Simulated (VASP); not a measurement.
# Ti3Al (Fm-3m) in VASP: a series of runs

Runs on Ti3Al. Level: PBE. Tasks: single point, relaxation of cell and atoms.

All numbers are computed with VASP 6.6.1; they aren't measurements. Logs are shortened: lines on timing, memory, paths and dates and some standing lists are left out, and cuts for length are marked.

## (1) The cell of the first run

Symmetry: Fm-3m, No. 225, cubic system. Conventional cell: a = 6.464 Å, b = 6.464 Å, c = 6.464 Å, α = 90.00°, β = 90.00°, γ = 90.00°. Within 3.7 Å of Ti (site symmetry -43m) lie 10 Ti at 2.80 to 3.23 Å and 4 Al at 2.80 Å. Within 3.7 Å of Ti (site symmetry m-3m) lie 8 Ti at 2.80 Å and 6 Al at 3.23 Å. Within 3.7 Å of Al (site symmetry m-3m) lie 14 Ti at 2.80 to 3.23 Å.

## (2) Single point, PBE

File INCAR:

```
PREC = Accurate
ENCUT = 520
EDIFF = 1E-7
ISMEAR = 0
SIGMA = 0.1
LREAL = F
LASPH = T
NELM = 80
ALGO = Fast
ISIF = 2
LWAVE = F
LCHARG = F
GGA = PE
NBANDS = 28
```

File KPOINTS:

```
regular mesh
0
Gamma
  6 6 6
```

File POSCAR:

```
Ti3Al
1.0
    0.0000000000      3.2317810000      3.2317810000
    3.2317810000      0.0000000000      3.2317810000
    3.2317810000      3.2317810000      0.0000000000
Ti Al
3 1
Direct
    0.7500000000      0.7500000000      0.7500000000
    0.2500000000      0.2500000000      0.2500000000
    0.0000000000      0.0000000000      0.0000000000
    0.5000000000      0.5000000000      0.5000000000
```

Potentials or basis: VASP PAW PBE potentials, release 64 (Ti_sv, Al).

Run with:

```bash
$ cat potpaw_PBE.64/Ti_sv/POTCAR potpaw_PBE.64/Al/POTCAR > POTCAR
$ mpirun -np 1 vasp_std > vasp.out
```

OUTCAR:

```text
PREC = Accurate
   ENCUT = 520
   EDIFF = 1E-7
   ISMEAR = 0
   LREAL = F
   LASPH = T
   NELM = 80
   ISIF = 2
   GGA = PE

 ion  position               nearest neighbor table
   1  0.750  0.750  0.750-   4 2.80   4 2.80   4 2.80   3 2.80   4 2.80   3 2.80   3 2.80   3 2.80

   2  0.250  0.250  0.250-   3 2.80   3 2.80   3 2.80   3 2.80   4 2.80   4 2.80   4 2.80   4 2.80

   3  0.000  0.000  0.000-   1 2.80   1 2.80   1 2.80   1 2.80   2 2.80   2 2.80   2 2.80   2 2.80

   4  0.500  0.500  0.500-   2 2.80   2 2.80   2 2.80   1 2.80   2 2.80   1 2.80   1 2.80   1 2.80

  LATTYP: Found a face centered cubic cell.
 ALAT       =     6.4635620000

  Lattice vectors:

 A1 = (   0.0000000000,   3.2317810000,   3.2317810000)
 A2 = (   3.2317810000,   0.0000000000,   3.2317810000)
 A3 = (   3.2317810000,   3.2317810000,   0.0000000000)

Analysis of symmetry for initial positions (statically):
=====================================================================
 Subroutine PRICEL returns:
 Original cell was already a primitive cell.

 Routine SETGRP: Setting up the symmetry group for a
 face centered cubic supercell.

 Subroutine GETGRP returns: Found 48 space group operations
 (whereof 48 operations were pure point group operations)
 out of a pool of 48 trial point group operations.

The static configuration has the point symmetry O_h .

Analysis of symmetry for dynamics (positions and initial velocities):
=====================================================================
 Subroutine PRICEL returns:
 Original cell was already a primitive cell.

 Routine SETGRP: Setting up the symmetry group for a
 face centered cubic supercell.

 Subroutine GETGRP returns: Found 48 space group operations
 (whereof 48 operations were pure point group operations)
 out of a pool of 48 trial point group operations.

The dynamic configuration has the point symmetry O_h .

 Subroutine INISYM returns: Found 48 space group operations
 (whereof 48 operations are pure point group operations),
 and found     1 'primitive' translations

----------------------------------------------------------------------------------------

                                     Primitive cell

  volume of cell :      67.5081

  direct lattice vectors                    reciprocal lattice vectors
     0.000000000  3.231781000  3.231781000    -0.154713454  0.154713454  0.154713454
     3.231781000  0.000000000  3.231781000     0.154713454 -0.154713454  0.154713454
     3.231781000  3.231781000  0.000000000     0.154713454  0.154713454 -0.154713454

  length of vectors
     4.570428521  4.570428521  4.570428521     0.267971562  0.267971562  0.267971562

  position of ions in fractional coordinates (direct lattice)
     0.750000000  0.750000000  0.750000000
     0.250000000  0.250000000  0.250000000
     0.000000000  0.000000000  0.000000000
     0.500000000  0.500000000  0.500000000

  ion indices of the primitive-cell ions
   primitive index   ion index
                 1           1
                 2           2
                 3           3
                 4           4

----------------------------------------------------------------------------------------

 KPOINTS: regular mesh

Automatic generation of k-mesh.
 Grid dimensions read from file:
 generate k-points for:    6    6    6

 Generating k-lattice:

  Cartesian coordinates                     Fractional coordinates (reciprocal lattice)
    -0.025785576  0.025785576  0.025785576     0.166666667  0.000000000  0.000000000
     0.025785576 -0.025785576  0.025785576     0.000000000  0.166666667  0.000000000
     0.025785576  0.025785576 -0.025785576     0.000000000  0.000000000  0.166666667

  Length of vectors
     0.044661927  0.044661927  0.044661927

  Shift w.r.t. Gamma in fractional coordinates (k-lattice)
     0.000000000  0.000000000  0.000000000

 Subroutine IBZKPT returns following result:
 ===========================================

 Found     16 irreducible k-points:

 Following reciprocal coordinates:
            Coordinates               Weight
  0.000000  0.000000  0.000000      1.000000
  0.166667  0.000000  0.000000      8.000000
  0.333333  0.000000  0.000000      8.000000
  0.500000  0.000000  0.000000      4.000000
  0.166667  0.166667  0.000000      6.000000
  0.333333  0.166667  0.000000     24.000000
[... 8 lines left out ...]
 -0.333333  0.333333  0.166667     24.000000
 -0.333333  0.500000  0.166667     12.000000
   k-points           NKPTS =     16   k-points in BZ     NKDIM =     16   number of bands    NBANDS=     28
   number of dos      NEDOS =    301   number of ions     NIONS =      4
   total plane-waves  NPLWV =  46656
   dimension x,y,z NGX =    36 NGY =   36 NGZ =   36
   dimension x,y,z NGXF=    72 NGYF=   72 NGZF=   72
   ions per type =               3   1
   NGX,Y,Z   is equivalent  to a cutoff of  13.09, 13.09, 13.09 a.u.
   NGXF,Y,Z  is equivalent  to a cutoff of  26.19, 26.19, 26.19 a.u.
 SYSTEM =  unknown system
   PREC   = accura    normal or accurate (medium, high low for compatibility)
   ISTART =      0    job   : 0-new  1-cont  2-samecut
   ICHARG =      2    charge: 1-file 2-atom 10-const
   ISPIN  =      1    spin polarized calculation?
   LNONCOLLINEAR =      F non collinear calculations
   LSORBIT =      F    spin-orbit coupling
   LASPH  =      T    aspherical Exc in radial PAW
   ENCUT  =  520.0 eV  38.22 Ry    6.18 a.u.   8.50  8.50  8.50*2*pi/ulx,y,z
   NELM   =     80;   NELMIN=  2; NELMDL= -5     # of ELM steps
   EDIFF  = 0.1E-06   stopping-criterion for ELM
   LREAL  =      F    real-space projection
   EDIFFG = 0.1E-05   stopping-criterion for IOM
   NSW    =      0    number of steps for IOM
   IBRION =     -1    ionic relax: 0-MD 1-quasi-New 2-CG
   NFREE  =      0    steps in history (QN), initial steepest desc. (CG)
   ISIF   =      2    stress and relaxation
   ISYM   =      2    0-nonsym 1-usesym 2-fastsym
   POTIM  = 0.5000    time-step for ionic-motion
   TEBEG  =    0.0;   TEEND  =   0.0 temperature during run
   PSTRESS=    0.0 pullay stress
   NELECT =      39.0000    total number of electrons
   NUPDOWN=      -1.0000    fix difference up-down
   EMIN   =  10.00;   EMAX   =-10.00  energy-range for DOS
   EFERMI =   0.00;   METHOD = LEGACY
   ISMEAR =     0;   SIGMA  =   0.10  broadening in eV -4-tet -1-fermi 0-gaus
   EFERMI_NEDOS =   21; number of points for ismear=-14 and -15
   IALGO  =     68    algorithm
   IMIX   =      4    mixing-type and parameters
     AMIX     =   0.40;   BMIX     =  1.00
     AMIX_MAG =   1.60;   BMIX_MAG =  1.00
  volume/ion in A,a.u.               =      16.88       113.89
  Fermi-wavevector in a.u.,A,eV,Ry     =   1.363466  2.576578 25.293784  1.859041
  Thomas-Fermi vector in A             =   2.489867
   LORBIT       =      0    0 simple, 1 ext, 2 COOP (PROOUT), +10 PAW based schemes
   GGA     = PE    functional components
   LHFCALC =     F    Hartree Fock is set to
   AEXX    =    0.0000 exact exchange contribution
   IVDW    =     0    specifies the selected vdW correction
   LEPSILON=     F    determine dielectric tensor
   LRPA    =     F    only Hartree local field effects (RPA)
 non-spin polarized calculation
 RMM-DIIS sequential band-by-band and
 Gauss-broadening in eV      SIGMA  =   0.10
  energy-cutoff  :      520.00
  volume of cell :       67.51
 maximum number of plane-waves:      1853
 NGX is ok and might be reduce to    36
   NGX = 17   NGY = 17   NGZ = 17

 number of electron      39.0000007 magnetization

 Free energy of the ion-electron system (eV)
  ---------------------------------------------------
  ext. energy  EPLUGINS =         0.00000000
  ---------------------------------------------------
  free energy    TOTEN  =       -27.82738446 eV

  energy without entropy =      -27.78942572  energy(sigma->0) =      -27.80840509

 E-fermi :   8.0797     XC(G=0): -11.2535

 val. band max:        8.0653626817   @ k =   0.3333   0.1667   0.0000
 cond. band min:       8.1034932425   @ k =   0.0000   0.0000   0.0000
 fundamental gap:      0.0381305608
 Fermi energy:         8.0797178112

 k-point     1 :       0.0000    0.0000    0.0000
  band No.  band energies     occupation
      1     -48.5240      2.00000
      2     -48.4601      2.00000
      3     -48.2333      2.00000
      4     -24.8084      2.00000
      5     -24.8084      2.00000
      6     -24.8084      2.00000
[... 20 lines left out ...]
     27      11.1295      0.00000
     28      12.3914      0.00000

 k-point     2 :       0.1667    0.0000    0.0000
  band No.  band energies     occupation
      1     -48.5168      2.00000
      2     -48.4624      2.00000
      3     -48.2383      2.00000
      4     -24.8588      2.00000
      5     -24.8415      2.00000
      6     -24.8415      2.00000
[... 20 lines left out ...]
     27      11.1569      0.00000
     28      11.9247      0.00000

 k-point     3 :       0.3333    0.0000    0.0000
  band No.  band energies     occupation
      1     -48.4998      2.00000
      2     -48.4689      2.00000
      3     -48.2491      2.00000
      4     -24.8715      2.00000
      5     -24.8715      2.00000
      6     -24.8655      2.00000
[... 20 lines left out ...]
     27      10.9992      0.00000
     28      11.4044      0.00000

 k-point     4 :       0.5000    0.0000    0.0000
  band No.  band energies     occupation
      1     -48.4858      2.00000
      2     -48.4772      2.00000
      3     -48.2548      2.00000
      4     -24.8828      2.00000
      5     -24.8828      2.00000
      6     -24.8465      2.00000
[... 330 lines left out ...]
     27      10.9652      0.00000
     28      11.2163      0.00000

 k-point    15 :      -0.3333    0.3333    0.1667
  band No.  band energies     occupation
      1     -48.4794      2.00000
      2     -48.4772      2.00000
      3     -48.2614      2.00000
      4     -24.9547      2.00000
      5     -24.8707      2.00000
      6     -24.8559      2.00000
[... 20 lines left out ...]
     27      10.7964      0.00000
     28      11.0139      0.00000

 k-point    16 :      -0.3333    0.5000    0.1667
  band No.  band energies     occupation
      1     -48.4800      2.00000
      2     -48.4742      2.00000
      3     -48.2637      2.00000
      4     -24.9727      2.00000
      5     -24.9135      2.00000
      6     -24.8217      2.00000
[... 20 lines left out ...]
     27      10.6501      0.00000
     28      10.8508      0.00000

------------------------ aborting loop because EDIFF is reached ----------------------------------------

  FORCE on cell =-STRESS in cart. coord.  units (eV):
  Direction    XX          YY          ZZ          XY          YZ          ZX
  --------------------------------------------------------------------------------------
  -------------------------------------------------------------------------------------
  Total       -0.5148337     -0.5148337     -0.5148337      0.0000000      0.0000000      0.0000000
  in kB      -12.2186106    -12.2186106    -12.2186106      0.0000000      0.0000000      0.0000000
  external PRESSURE =     -12.2186106 kB  Pullay stress =       0.0000000 kB

 VOLUME and BASIS-vectors are now :
 -----------------------------------------------------------------------------
  energy-cutoff  :      520.00
  volume of cell :       67.51
      direct lattice vectors                 reciprocal lattice vectors
     0.000000000  3.231781000  3.231781000    -0.154713454  0.154713454  0.154713454
     3.231781000  0.000000000  3.231781000     0.154713454 -0.154713454  0.154713454
     3.231781000  3.231781000  0.000000000     0.154713454  0.154713454 -0.154713454

 POSITION                                       TOTAL-FORCE (eV/Angst)
 -----------------------------------------------------------------------------------
      4.84767      4.84767      4.84767         0.000000      0.000000      0.000000
      1.61589      1.61589      1.61589        -0.000000     -0.000000     -0.000000
      0.00000      0.00000      0.00000         0.000000     -0.000000      0.000000
      3.23178      3.23178      3.23178         0.000000     -0.000000      0.000000
 -----------------------------------------------------------------------------------
    total drift:                                0.000000      0.000000      0.000000

  FREE ENERGIE OF THE ION-ELECTRON SYSTEM (eV)
  ---------------------------------------------------
  free  energy   TOTEN  =       -27.8273844569 eV

  energy  without entropy=      -27.7894257201  energy(sigma->0) =      -27.80840509
```

Run time: 3.5 min. Hardware: 1 thread of Intel Xeon 8259CL, shared host; peak memory 0.21 GiB.

Results:

* Free energy: -27.8274 eV
* Pressure: -1.2 GPa
* Band gap on the k mesh: zero (an odd number of electrons rules out a gap without spin polarisation)

## (3) Single point, PBE

This run uses another cell than the first one, of 16.72 Å³/atom.

File INCAR:

```
  ALGO = Fast
  EDIFF = 1E-6
  ENCUT = 520
  GGA = PE
  ISIF = 2
  ISMEAR = 0
  LASPH = T
  LCHARG = F
  LREAL = F
  LWAVE = F
  NBANDS = 28
  NELM = 80
  PREC = Accurate
  SIGMA = 0.1
```

File KPOINTS:

```
k-points
0
Gamma
  12 12 12
```

File POSCAR:

```
Ti3Al
1.0
    0.0000000000      3.2218575100      3.2218575100
    3.2218575100      0.0000000000      3.2218575100
    3.2218575100      3.2218575100      0.0000000000
Ti Al
3 1
Direct
    0.7500000000      0.7500000000      0.7500000000
    0.2500000000      0.2500000000      0.2500000000
    0.0000000000      0.0000000000      0.0000000000
    0.5000000000      0.5000000000      0.5000000000
```

Potentials or basis: VASP PAW PBE potentials, release 64 (Ti_sv, Al).

Run with:

```bash
$ cat potpaw_PBE.64/Ti_sv/POTCAR potpaw_PBE.64/Al/POTCAR > POTCAR
$ mpirun -np 1 vasp_std > vasp.out
```

It took 13 min on 1 thread of Intel Xeon 8259CL, shared host; peak memory 0.28 GiB.

The run converged. Its results:

```yaml
Free_energy: -27.8216 eV
Pressure: -0.1 GPa
Band_gap_on_the_k_mesh: zero (an odd number of electrons rules out a gap without spin polarisation)
```

Levels at points of the mesh, in eV from the Fermi level:
| k point | band 15 | band 16 | band 17 | band 18 | band 19 | band 20 | band 21 | band 22 | band 23 | band 24 |
| --- | --- | --- | --- | --- | --- | --- | --- | --- | --- | --- |
| (0.00, 0.00, 0.00) | -1.70 | -1.70 | -1.64 | -1.64 | 0.02 | 0.02 | 0.02 | 2.27 | 2.27 | 2.27 |
| (0.50, 0.00, 0.00) | -1.87 | -1.87 | -0.37 | -0.30 | -0.30 | -0.05 | -0.05 | 0.80 | 1.02 | 1.02 |
| (0.50, 0.50, 0.00) | -1.99 | -1.93 | -0.62 | -0.62 | -0.11 | -0.09 | -0.09 | 1.15 | 1.22 | 1.22 |

## (4) Relaxation of cell and atoms, PBE

File INCAR:

```
SYSTEM = Ti3Al
ALGO = Fast ; EDIFF = 1E-7
EDIFFG = -0.01 ; ENCUT = 600
GGA = PE ; IBRION = 2
ISIF = 3 ; ISMEAR = 0
LASPH = .TRUE. ; LCHARG = .FALSE.
LREAL = .FALSE. ; LWAVE = .FALSE.
NELM = 100 ; NSW = 100
PREC = Accurate ; SIGMA = 0.1
```

File KPOINTS:

```
k-points
0
G
  12 12 12
  0 0 0
```

File POSCAR:

```
Ti3Al
1.0
    0.0000000000      3.2317810000      3.2317810000
    3.2317810000      0.0000000000      3.2317810000
    3.2317810000      3.2317810000      0.0000000000
Ti Al
3 1
Direct
    0.7500000000      0.7500000000      0.7500000000
    0.2500000000      0.2500000000      0.2500000000
    0.0000000000      0.0000000000      0.0000000000
    0.5000000000      0.5000000000      0.5000000000
```

Run with:

```bash
$ cat potpaw_PBE.64/Ti_sv/POTCAR potpaw_PBE.64/Al/POTCAR > POTCAR
$ mpirun -np 1 vasp_std > vasp.out
```

Run time: 42 min. Hardware: 1 thread of Intel Xeon 8259CL, shared host; peak memory 0.33 GiB.

It converged, with:

```
Free energy                           : -27.8218 eV
Relaxed volume                        : 16.70 Å³/atom
Relaxed cell                          : a = 4.554 Å, b = 4.554 Å, c = 4.554 Å, α = 60.00°, β = 60.00°, γ = 60.00°
Space group after relaxing (to 0.1 Å) : Fm-3m (No. 225)
Energy gained by relaxing             : 0.7 meV/atom
Ionic steps                           : 3
Pressure after relaxing               : 0.0 GPa
Band gap on the k mesh                : zero (an odd number of electrons rules out a gap without spin polarisation)
```

The path:
```csv
step,energy change (eV),largest force (eV/Å),pressure (GPa),volume (Å³)
1,0.0000,0.0000,-1.18,67.51
2,-0.0014,0.0000,0.84,66.30
3,-0.0027,0.0000,0.00,66.79
```

Final structure:
```yaml
crystal:
  lattice:
    - [0.00000, 3.22032, 3.22032]
    - [3.22032, 0.00000, 3.22032]
    - [3.22032, 3.22032, 0.00000]
  atoms:
    - { symbol: Ti, position: [0.75000, 0.75000, 0.75000] }
    - { symbol: Ti, position: [0.25000, 0.25000, 0.25000] }
    - { symbol: Ti, position: [0.00000, 0.00000, 0.00000] }
    - { symbol: Al, position: [0.50000, 0.50000, 0.50000] }
```

Levels at points of the mesh, in eV from the Fermi level:
```csv
k point,band 16,band 17,band 18,band 19,band 20,band 21,band 22,band 23
"(0.00, 0.00, 0.00)",-1.70,-1.65,-1.65,0.02,0.02,0.02,2.28,2.28
"(0.50, 0.00, 0.00)",-1.87,-0.37,-0.30,-0.30,-0.05,-0.05,0.81,1.02
"(0.50, 0.50, 0.00)",-1.94,-0.62,-0.62,-0.11,-0.09,-0.09,1.15,1.22
```

## (5) Overview

```csv
task,cell,k mesh,cutoff (eV),gap on the mesh (eV),pressure (GPa)
single point,"a = 4.570 Å, angles 60.0°, 4 atoms",6 × 6 × 6,520,none,-1.2
single point,"a = 4.556 Å, angles 60.0°, 4 atoms",12 × 12 × 12,520,none,-0.1
relaxation of cell and atoms,"relaxed from a = 4.570 Å, angles 60.0°, 4 atoms",12 × 12 × 12,600,none,0.0
```

Alike in all rows: level PBE; potentials or basis VASP PAW PBE potentials, release 64 (Ti_sv, Al); no spin polarisation; smearing gaussian 0.1 eV.

Total energies depend on the potentials used, so only differences within one code and one set of settings carry meaning.
